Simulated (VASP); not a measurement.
# Hf4C (P-3m1) in VASP: notebook

The runs below take Hf4C through single point, relaxation of cell and atoms, with PBE.

Everything below comes from runs of VASP 6.6.1. Logs are shortened: lines on timing, memory, paths and dates and some standing lists are left out, and cuts for length are marked.

**1. The cell of the first run**

Symmetry: P-3m1, No. 164, trigonal system. Conventional cell: a = 3.248 Å, b = 3.248 Å, c = 10.364 Å, α = 90.00°, β = 90.00°, γ = 120.00°. Within 3.0 Å of Hf (site symmetry 3m) lie 3 C at 2.27 Å. Hf (site symmetry 3m) has 12 Hf at 3.08 to 3.26 Å within 4.1 Å. C (site symmetry -3m) has 6 Hf at 2.27 Å within 3.0 Å.

**2. Single point, PBE**

The input, INCAR:

```
PREC = Accurate
ENCUT = 520
EDIFF = 1E-6
ISMEAR = 0
SIGMA = 0.2
LREAL = F
LASPH = T
NELM = 80
ALGO = Normal
ISIF = 2
LWAVE = F
LCHARG = F
GGA = PE
NBANDS = 55
```

The input, KPOINTS:

```
regular mesh
0
Gamma
  6 6 1
```

The input, POSCAR:

```
Hf4C
1.0
    3.2475980563      0.0000000000      0.0000000000
   -1.6237990282      2.8125024180      0.0000000000
    0.0000000000      0.0000000000     20.7273832629
Hf C
8 2
Direct
    0.6666666667      0.3333333333      0.4378799032
    0.6666666667      0.3333333333      0.9378799032
    0.3333333333      0.6666666667      0.0621200968
    0.3333333333      0.6666666667      0.5621200968
    0.6666666667      0.3333333333      0.1909786479
    0.6666666667      0.3333333333      0.6909786479
    0.3333333333      0.6666666667      0.3090213521
    0.3333333333      0.6666666667      0.8090213521
    0.0000000000      0.0000000000      0.5000000000
    0.0000000000      0.0000000000      0.0000000000
```

Potentials or basis: VASP PAW PBE potentials, release 64 (Hf_pv, C).

Run with:

```sh
$ cat potpaw_PBE.64/Hf_pv/POTCAR potpaw_PBE.64/C/POTCAR > POTCAR
$ mpirun -np 1 vasp_std > vasp.out
```

OUTCAR:

```text
PREC = Accurate
   ENCUT = 520
   EDIFF = 1E-6
   ISMEAR = 0
   LREAL = F
   LASPH = T
   NELM = 80
   ISIF = 2
   GGA = PE

 ion  position               nearest neighbor table
   1  0.667  0.333  0.438-   9 2.27   9 2.27   9 2.27   4 3.19   4 3.19   4 3.19   7 3.26   7 3.26
                             7 3.26
   2  0.667  0.333  0.938-  10 2.27  10 2.27  10 2.27   3 3.19   3 3.19   3 3.19   8 3.26   8 3.26
                             8 3.26
   3  0.333  0.667  0.062-  10 2.27  10 2.27  10 2.27   2 3.19   2 3.19   2 3.19   5 3.26   5 3.26
                             5 3.26
   4  0.333  0.667  0.562-   9 2.27   9 2.27   9 2.27   1 3.19   1 3.19   1 3.19   6 3.26   6 3.26
                             6 3.26
   5  0.667  0.333  0.191-   7 3.08   7 3.08   7 3.08   3 3.26   3 3.26   3 3.26
   6  0.667  0.333  0.691-   8 3.08   8 3.08   8 3.08   4 3.26   4 3.26   4 3.26
   7  0.333  0.667  0.309-   5 3.08   5 3.08   5 3.08   1 3.26   1 3.26   1 3.26
   8  0.333  0.667  0.809-   6 3.08   6 3.08   6 3.08   2 3.26   2 3.26   2 3.26
   9  0.000  0.000  0.500-   1 2.27   4 2.27   4 2.27   1 2.27   1 2.27   4 2.27
  10  0.000  0.000  0.000-   2 2.27   3 2.27   3 2.27   2 2.27   2 2.27   3 2.27

  LATTYP: Found a hexagonal cell.
 ALAT       =     3.2475980563
 C/A-ratio  =     6.3823733429

  Lattice vectors:

 A1 = (   3.2475980563,   0.0000000000,   0.0000000000)
 A2 = (  -1.6237990282,   2.8125024180,   0.0000000000)
 A3 = (   0.0000000000,   0.0000000000,  20.7273832629)

Analysis of symmetry for initial positions (statically):
=====================================================================
 Subroutine PRICEL returns following result:

  LATTYP: Found a hexagonal cell.
 ALAT       =     3.2475980563
 C/A-ratio  =     3.1911866714

  Lattice vectors:

 A1 = (   3.2475980563,   0.0000000000,   0.0000000000)
 A2 = (  -1.6237990282,   2.8125024180,   0.0000000000)
 A3 = (   0.0000000000,   0.0000000000,  10.3636916315)

   2 primitive cells build up your supercell.

 Routine SETGRP: Setting up the symmetry group for a
 hexagonal supercell.

 Subroutine GETGRP returns: Found 12 space group operations
 (whereof 12 operations were pure point group operations)
 out of a pool of 24 trial point group operations.

The static configuration has the point symmetry D_3d.

Analysis of symmetry for dynamics (positions and initial velocities):
=====================================================================
 Subroutine PRICEL returns following result:

  LATTYP: Found a hexagonal cell.
 ALAT       =     3.2475980563
 C/A-ratio  =     3.1911866714

  Lattice vectors:

 A1 = (   3.2475980563,   0.0000000000,   0.0000000000)
 A2 = (  -1.6237990282,   2.8125024180,   0.0000000000)
 A3 = (   0.0000000000,   0.0000000000,  10.3636916315)

   2 primitive cells build up your supercell.

 Routine SETGRP: Setting up the symmetry group for a
 hexagonal supercell.

 Subroutine GETGRP returns: Found 12 space group operations
 (whereof 12 operations were pure point group operations)
 out of a pool of 24 trial point group operations.

The dynamic configuration has the point symmetry D_3d.

 Subroutine INISYM returns: Found 12 space group operations
 (whereof 12 operations are pure point group operations),
 and found     2 'primitive' translations

----------------------------------------------------------------------------------------

                                     Primitive cell

  volume of cell :      94.6607

  direct lattice vectors                    reciprocal lattice vectors
     3.247598056  0.000000000  0.000000000     0.307919879  0.177777625  0.000000000
    -1.623799028  2.812502418  0.000000000     0.000000000  0.355555250  0.000000000
     0.000000000  0.000000000 10.363691631     0.000000000  0.000000000  0.096490713

  length of vectors
     3.247598056  3.247598056 10.363691631     0.355555250  0.355555250  0.096490713

  position of ions in fractional coordinates (direct lattice)
     0.666666667  0.333333333  0.875759806
     0.333333333  0.666666667  0.124240194
     0.666666667  0.333333333  0.381957296
     0.333333333  0.666666667  0.618042704
     0.000000000  0.000000000  0.000000000

  ion indices of the primitive-cell ions
   primitive index   ion index
                 1           1
                 2           4
                 3           5
                 4           7
                 5           9

----------------------------------------------------------------------------------------

 KPOINTS: regular mesh

Automatic generation of k-mesh.
 Grid dimensions read from file:
 generate k-points for:    6    6    1

 Generating k-lattice:

  Cartesian coordinates                     Fractional coordinates (reciprocal lattice)
     0.051319980  0.029629604  0.000000000     0.166666667  0.000000000  0.000000000
     0.000000000  0.059259208  0.000000000     0.000000000  0.166666667  0.000000000
     0.000000000  0.000000000  0.048245357     0.000000000  0.000000000  1.000000000

  Length of vectors
     0.059259208  0.059259208  0.048245357

  Shift w.r.t. Gamma in fractional coordinates (k-lattice)
     0.000000000  0.000000000  0.000000000

 Subroutine IBZKPT returns following result:
 ===========================================

 Found      7 irreducible k-points:

 Following reciprocal coordinates:
            Coordinates               Weight
  0.000000  0.000000  0.000000      1.000000
  0.166667 -0.000000  0.000000      6.000000
  0.333333 -0.000000  0.000000      6.000000
  0.500000 -0.000000  0.000000      3.000000
  0.166667  0.166667  0.000000      6.000000
  0.333333  0.166667  0.000000     12.000000
  0.333333  0.333333  0.000000      2.000000
   k-points           NKPTS =      7   k-points in BZ     NKDIM =      7   number of bands    NBANDS=     55
   number of dos      NEDOS =    301   number of ions     NIONS =     10
   total plane-waves  NPLWV =  92160
   dimension x,y,z NGX =    24 NGY =   24 NGZ =  160
   dimension x,y,z NGXF=    48 NGYF=   48 NGZF=  320
   ions per type =               8   2
   NGX,Y,Z   is equivalent  to a cutoff of  12.29, 12.29, 12.83 a.u.
   NGXF,Y,Z  is equivalent  to a cutoff of  24.57, 24.57, 25.67 a.u.
 SYSTEM =  unknown system
   PREC   = accura    normal or accurate (medium, high low for compatibility)
   ISTART =      0    job   : 0-new  1-cont  2-samecut
   ICHARG =      2    charge: 1-file 2-atom 10-const
   ISPIN  =      1    spin polarized calculation?
   LNONCOLLINEAR =      F non collinear calculations
   LSORBIT =      F    spin-orbit coupling
   LASPH  =      T    aspherical Exc in radial PAW
   ENCUT  =  520.0 eV  38.22 Ry    6.18 a.u.   6.04  6.04 38.54*2*pi/ulx,y,z
   NELM   =     80;   NELMIN=  2; NELMDL= -5     # of ELM steps
   EDIFF  = 0.1E-05   stopping-criterion for ELM
   LREAL  =      F    real-space projection
   EDIFFG = 0.1E-04   stopping-criterion for IOM
   NSW    =      0    number of steps for IOM
   IBRION =     -1    ionic relax: 0-MD 1-quasi-New 2-CG
   NFREE  =      0    steps in history (QN), initial steepest desc. (CG)
   ISIF   =      2    stress and relaxation
   ISYM   =      2    0-nonsym 1-usesym 2-fastsym
   POTIM  = 0.5000    time-step for ionic-motion
   TEBEG  =    0.0;   TEEND  =   0.0 temperature during run
   PSTRESS=    0.0 pullay stress
   NELECT =      88.0000    total number of electrons
   NUPDOWN=      -1.0000    fix difference up-down
   EMIN   =  10.00;   EMAX   =-10.00  energy-range for DOS
   EFERMI =   0.00;   METHOD = LEGACY
   ISMEAR =     0;   SIGMA  =   0.20  broadening in eV -4-tet -1-fermi 0-gaus
   EFERMI_NEDOS =   21; number of points for ismear=-14 and -15
   IALGO  =     38    algorithm
   IMIX   =      4    mixing-type and parameters
     AMIX     =   0.40;   BMIX     =  1.00
     AMIX_MAG =   1.60;   BMIX_MAG =  1.00
  volume/ion in A,a.u.               =      18.93       127.76
  Fermi-wavevector in a.u.,A,eV,Ry     =   1.268146  2.396448 21.880803  1.608194
  Thomas-Fermi vector in A             =   2.401256
   LORBIT       =      0    0 simple, 1 ext, 2 COOP (PROOUT), +10 PAW based schemes
   GGA     = PE    functional components
   LHFCALC =     F    Hartree Fock is set to
   AEXX    =    0.0000 exact exchange contribution
   IVDW    =     0    specifies the selected vdW correction
   LEPSILON=     F    determine dielectric tensor
   LRPA    =     F    only Hartree local field effects (RPA)
 non-spin polarized calculation
 Gauss-broadening in eV      SIGMA  =   0.20
  energy-cutoff  :      520.00
  volume of cell :      189.32
 maximum number of plane-waves:      5160
   NGX = 13   NGY = 13   NGZ = 77

 number of electron      87.9999998 magnetization

 Free energy of the ion-electron system (eV)
  ---------------------------------------------------
  ext. energy  EPLUGINS =         0.00000000
  ---------------------------------------------------
  free energy    TOTEN  =      -101.73752320 eV

  energy without entropy =     -101.57301033  energy(sigma->0) =     -101.65526677

 E-fermi :   4.9831     XC(G=0): -11.4149

 val. band max:        4.9501294096   @ k =   0.3333   0.1667   0.0000
 cond. band min:       4.9832892028   @ k =   0.1667  -0.0000   0.0000
 fundamental gap:      0.0331597931
 Fermi energy:         4.9830893779

 k-point     1 :       0.0000    0.0000    0.0000
  band No.  band energies     occupation
      1     -25.9298      2.00000
      2     -25.9026      2.00000
      3     -25.6472      2.00000
      4     -25.5037      2.00000
      5     -25.4650      2.00000
      6     -25.3643      2.00000
[... 47 lines left out ...]
     54       6.5420      0.00000
     55       6.8906      0.00000

 k-point     2 :       0.1667   -0.0000    0.0000
  band No.  band energies     occupation
      1     -25.8814      2.00000
      2     -25.8664      2.00000
      3     -25.6404      2.00000
      4     -25.5590      2.00000
      5     -25.5220      2.00000
      6     -25.4575      2.00000
[... 47 lines left out ...]
     54       6.7667      0.00000
     55       7.0816      0.00000

 k-point     3 :       0.3333   -0.0000    0.0000
  band No.  band energies     occupation
      1     -25.8337      2.00000
      2     -25.8298      2.00000
      3     -25.7864      2.00000
      4     -25.7792      2.00000
      5     -25.6101      2.00000
      6     -25.5927      2.00000
[... 47 lines left out ...]
     54       7.8336      0.00000
     55       8.2144      0.00000

 k-point     4 :       0.5000   -0.0000    0.0000
  band No.  band energies     occupation
      1     -25.9048      2.00000
      2     -25.9034      2.00000
      3     -25.8677      2.00000
      4     -25.8653      2.00000
      5     -25.6515      2.00000
      6     -25.6378      2.00000
[... 47 lines left out ...]
     54       8.3302      0.00000
     55       8.4901      0.00000

 k-point     5 :       0.1667    0.1667    0.0000
  band No.  band energies     occupation
      1     -25.8246      2.00000
      2     -25.8231      2.00000
      3     -25.7092      2.00000
      4     -25.6939      2.00000
      5     -25.6025      2.00000
      6     -25.5804      2.00000
[... 47 lines left out ...]
     54       6.9221      0.00000
     55       7.7836      0.00000

 k-point     6 :       0.3333    0.1667    0.0000
  band No.  band energies     occupation
      1     -25.8478      2.00000
      2     -25.8471      2.00000
      3     -25.8179      2.00000
      4     -25.8163      2.00000
      5     -25.6335      2.00000
      6     -25.6334      2.00000
[... 47 lines left out ...]
     54       7.8397      0.00000
     55       8.2631      0.00000

 k-point     7 :       0.3333    0.3333    0.0000
  band No.  band energies     occupation
      1     -25.7843      2.00000
      2     -25.7843      2.00000
      3     -25.7774      2.00000
      4     -25.7774      2.00000
      5     -25.7445      2.00000
      6     -25.7424      2.00000
[... 47 lines left out ...]
     54       8.3078      0.00000
     55       8.3205      0.00000

------------------------ aborting loop because EDIFF is reached ----------------------------------------

  FORCE on cell =-STRESS in cart. coord.  units (eV):
  Direction    XX          YY          ZZ          XY          YZ          ZX
  --------------------------------------------------------------------------------------
  -------------------------------------------------------------------------------------
  Total       -0.6459421     -0.6459421      0.5547745      0.0000000      0.0000000      0.0000000
  in kB       -5.4664395     -5.4664395      4.6949119      0.0000000      0.0000000      0.0000000
  external PRESSURE =      -2.0793223 kB  Pullay stress =       0.0000000 kB

 VOLUME and BASIS-vectors are now :
 -----------------------------------------------------------------------------
  energy-cutoff  :      520.00
  volume of cell :      189.32
      direct lattice vectors                 reciprocal lattice vectors
     3.247598056  0.000000000  0.000000000     0.307919879  0.177777625  0.000000000
    -1.623799028  2.812502418  0.000000000     0.000000000  0.355555250  0.000000000
     0.000000000  0.000000000 20.727383263     0.000000000  0.000000000  0.048245357

 POSITION                                       TOTAL-FORCE (eV/Angst)
 -----------------------------------------------------------------------------------
      1.62380      0.93750      9.07610        -0.000000      0.000000      0.049765
      1.62380      0.93750     19.43980        -0.000000      0.000000      0.049765
     -0.00000      1.87500      1.28759         0.000000     -0.000000     -0.049765
     -0.00000      1.87500     11.65128         0.000000      0.000000     -0.049765
      1.62380      0.93750      3.95849         0.000000     -0.000000      0.005412
      1.62380      0.93750     14.32218         0.000000     -0.000000      0.005412
     -0.00000      1.87500      6.40520        -0.000000     -0.000000     -0.005412
     -0.00000      1.87500     16.76890         0.000000     -0.000000     -0.005412
      0.00000      0.00000     10.36369        -0.000000     -0.000000     -0.000000
      0.00000      0.00000      0.00000        -0.000000     -0.000000     -0.000000
 -----------------------------------------------------------------------------------
    total drift:                                0.000000     -0.000000      0.000000

  FREE ENERGIE OF THE ION-ELECTRON SYSTEM (eV)
  ---------------------------------------------------
  free  energy   TOTEN  =      -101.7375231988 eV

  energy  without entropy=     -101.5730103313  energy(sigma->0) =     -101.65526677
```

Run time: 97 s. Hardware: 1 thread of Intel Xeon Platinum 8488C (Sapphire Rapids), shared host; peak memory 0.31 GiB.

What came out:

* Free energy: -101.7375 eV
* Pressure: -0.2 GPa
* Largest force: 0.050 eV/Å
* Band gap on the k mesh: zero (band 44 reaches 6.05 eV, above the bottom of band 45 at 4.58 eV)

Forces on the atoms (eV/Å):
```
Hf   0.000  0.000  0.050
Hf   0.000  0.000  0.050
Hf   0.000  0.000 -0.050
Hf   0.000  0.000 -0.050
Hf   0.000  0.000  0.005
Hf   0.000  0.000  0.005
Hf   0.000  0.000 -0.005
Hf   0.000  0.000 -0.005
C    0.000  0.000  0.000
C    0.000  0.000  0.000
```

Caveat: the k points lie up to 0.37 Å⁻¹ apart; spin-orbit coupling is left out, which moves the levels of the heavy elements.

[end of part 1 of 3]
